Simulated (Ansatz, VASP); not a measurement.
## Pt3Pb: VASP beside Ansatz

```
Pt Pb
1.0
     4.07148    0.00000    0.00000
     0.00000    4.07148    0.00000
     0.00000    0.00000    4.07148
Pt Pb
3 1
Direct
  0.00000 0.50000 0.50000
  0.50000 0.00000 0.50000
  0.50000 0.50000 0.00000
  0.00000 0.00000 0.00000
```

Change from the starting cell: volume scaled by 1.01, PAW files.

Alike in both runs: task electric field gradients; functional LDA; k mesh 9 × 9 × 9; occupations fermi-dirac, width 0.03 eV; no spin polarisation.

|  | VASP | Ansatz |
| --- | --- | --- |
| version | VASP 6.6.1 | Ansatz 0.2.0 |
| potentials or method | VASP PAW LDA potentials, release 64 (Pt, Pb_d) | PAW with Ansatz's default frozen-core files, scalar-relativistic |
| plane-wave cutoff (eV) | 520 | 420 |
| valence electrons in the cell | 44 | 68 |

Ansatz gave:

```
pressure (GPa)                                       : -4.9
size of Vzz on the site where it differs most (V/Å²) : 152.8
```

Problem. Estimate VASP's values.

Solution. Pressure (GPa): -4.3; size of Vzz on the site where it differs most (V/Å²): 144.9.

LDA's correlation is that of Perdew and Zunger in VASP and of Perdew and Wang (1992) in Ansatz. VASP's potentials hold 44 valence electrons a cell and Ansatz's 68, so a difference there can come from the potentials and not from the codes.

Neither program's run includes spin-orbit coupling.
